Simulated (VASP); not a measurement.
Input of a VASP 6.6.1 run:

The input INCAR:

```
PREC = Accurate
ENCUT = 520
EDIFF = 1E-6
ISMEAR = 0
SIGMA = 0.1
LREAL = False
LASPH = True
NELM = 60
ALGO = Fast
ISIF = 2
LWAVE = False
LCHARG = False
GGA = PS
NBANDS = 29
```

Contents of KPOINTS:

```
regular mesh
0
Gamma
  14 14 14
```

Contents of POSCAR:

```
TiPt3
1.0
    3.8993537252      0.0000000000      0.0000000000
    0.0000000000      3.8993537252      0.0000000000
    0.2339612235      0.0000000000      3.8993537252
Ti Pt
1 3
Direct
    0.0000000000      0.0000000000      0.0000000000
    0.0000000000      0.5000000000      0.5000000000
    0.5000000000      0.0000000000      0.5000000000
    0.5000000000      0.5000000000      0.0000000000
```

Potentials or basis: VASP PAW PBE potentials, release 64 (Ti_sv, Pt).

The run is started by

```bash
$ cat potpaw_PBE.64/Ti_sv/POTCAR potpaw_PBE.64/Pt/POTCAR > POTCAR
$ mpirun -np 1 vasp_std > vasp.out
```

(1) What does it give for the band gap on the k mesh?

(2) Predict the pressure.

Results:

(1) zero (bands 21 and 22 overlap by 1.79 eV).

(2) 0.7 GPa.

Caveat: the cell differs from its parent crystal (shear of c along a, cell held: +6.0 %); the PAW data sets were made with another functional, which shifts forces and pressure a little; spin-orbit coupling is left out, which moves the levels of the heavy elements.
